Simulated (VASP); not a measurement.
Write the native input for VASP 6.6.1 that does the following.

```yaml
Task: single point
Functional: LDA
Potentials_or_basis: VASP PAW LDA potentials, release 64 (Be)
Cutoff: 520 eV
k_mesh: 2 × 2 × 2
Occupations: fermi-dirac, width 0.24 eV
Spin: no spin polarisation
Dipole_correction: no
Further_INCAR_settings: LREAL = Auto; ALGO = Normal; EDIFF = 1e-06; NBANDS = 60
```

The structure of Be lies in POSCAR:

```
Be
1.0
    6.8700000000      0.0000000000      0.0000000000
   -3.4350000000      5.9495950000      0.0000000000
    0.0000000000      0.0000000000      7.1768600000
Be
36
Direct
    0.0029625584      0.0010925113     -0.0003762091
    0.0870357924      0.2138969123      0.2565467349
    0.0025613349     -0.0029413767      0.4620405024
    0.1325470469      0.2051232059      0.7612521353
    0.0909473230      0.3951697553     -0.0061865495
    0.1566804171      0.5804932941      0.2371510661
    0.0105932743      0.3309973200      0.4888070828
    0.1284500997      0.5578026740      0.7147972790
   -0.0094653630      0.6265132333     -0.0354751242
    0.1370467987      0.9398286774      0.2519207564
   -0.0436936163      0.6454220834      0.4509074999
    0.0887126858      0.8454020820      0.7678984960
    0.3802586162      0.0135303327      0.0108961301
    0.4926168693      0.2576645973      0.2794954897
    0.3024931724     -0.0494823597      0.4948960966
    0.4619000533      0.2192586218      0.7464545776
    0.3290649175      0.2811283793      0.0153688382
    0.5054208538      0.6110163801      0.2381542903
    0.3182686681      0.2973815865      0.4928757144
    0.3932392013      0.4734944143      0.7337749378
    0.3292613326      0.7273436259      0.0257494224
    0.5283025093      0.9564012340      0.2774890412
    0.3388452254      0.6770208728      0.4581251411
    0.4708152560      0.8811356067      0.7855106551
    0.6866443944     -0.0193458546      0.0414387350
    0.7941999964      0.2452267759      0.2681952832
    0.6676091572      0.0037481543      0.5121320466
    0.7716634499      0.2152919653      0.7570162996
    0.6683518419      0.3723950958     -0.0328416606
    0.7850183371      0.6034864558      0.2420417843
    0.6622632732      0.3067099525      0.5075896701
    0.7973716389      0.5648451701      0.7546754430
    0.6127822918      0.6443127641     -0.0364783485
    0.7755517776      0.8907833222      0.2663281714
    0.6108184946      0.6129324769      0.4942551478
    0.7986663491      0.8805641392      0.8025236663
```

One way to write it, as run:

INCAR

```
SYSTEM = Be
PREC = Accurate
ENCUT = 520
EDIFF = 1E-6
ISMEAR = -1
SIGMA = 0.24
LREAL = Auto
LASPH = .TRUE.
NELM = 100
ALGO = Normal
ISIF = 2
LWAVE = .FALSE.
LCHARG = .FALSE.
NBANDS = 60
```

KPOINTS

```
Automatic mesh
0
G
  2 2 2
  0 0 0
```

Potentials or basis: VASP PAW LDA potentials, release 64 (Be).

The run is started by

```bash
$ cat potpaw_LDA.64/Be/POTCAR > POTCAR
$ mpirun -np 1 vasp_std > vasp.out
```

It gave:

```yaml
Pressure: 1.8 GPa
Largest_force: 3.894 eV/Å
Band_gap_on_the_k_mesh: zero (band 36 reaches 6.43 eV, above the bottom of band 37 at 5.93 eV)
```

Caveat: the k points lie up to 0.53 Å⁻¹ apart; forces of over 1 eV/Å act on the atoms, so gaps and moduli don't describe the material at rest.

Wall time 5.5 min on 1 thread of AMD EPYC 7R43 64-Core Processor (Zen 3), on a shared host, peak memory 0.31 GiB.
